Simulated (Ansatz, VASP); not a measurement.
LiF in VASP and in Ansatz

```
CELL_PARAMETERS angstrom
3.04674 0.00000 0.00000
-1.52337 2.63855 0.00000
0.00000 0.00000 5.15996
ATOMIC_POSITIONS crystal
Li 0.33333 0.66667 0.34027
Li 0.66667 0.33333 0.84027
F 0.33333 0.66667 0.99393
F 0.66667 0.33333 0.49393
```

Alike in both runs: task single point; functional PBE; k mesh 9 × 9 × 6; occupations gaussian, width 0.05 eV; no spin polarisation.

```csv
,VASP,Ansatz
version,VASP 6.6.1,Ansatz 0.2.0
potentials or method,"VASP PAW PBE potentials, release 64 (Li_sv, F), cutoff 520 eV","scalar-relativistic, plane waves, PAW"
valence electrons in the cell,20,20
```

|  | VASP | Ansatz | Ansatz less VASP |
| --- | --- | --- | --- |
| gap on the k mesh at the Fermi level (eV) | 7.53 | 7.54 | +0.012 |
| least direct gap on the mesh (eV) | 7.53 | 7.54 | +0.012 |
| rms of the force components (eV/Å) | 0.307 | 0.297 | -0.0106 |

Atom by atom the forces differ by 0.011 eV/Å (rms over components).

Noted on VASP's run: the cutoff is short for stress, so the pressure is rough.
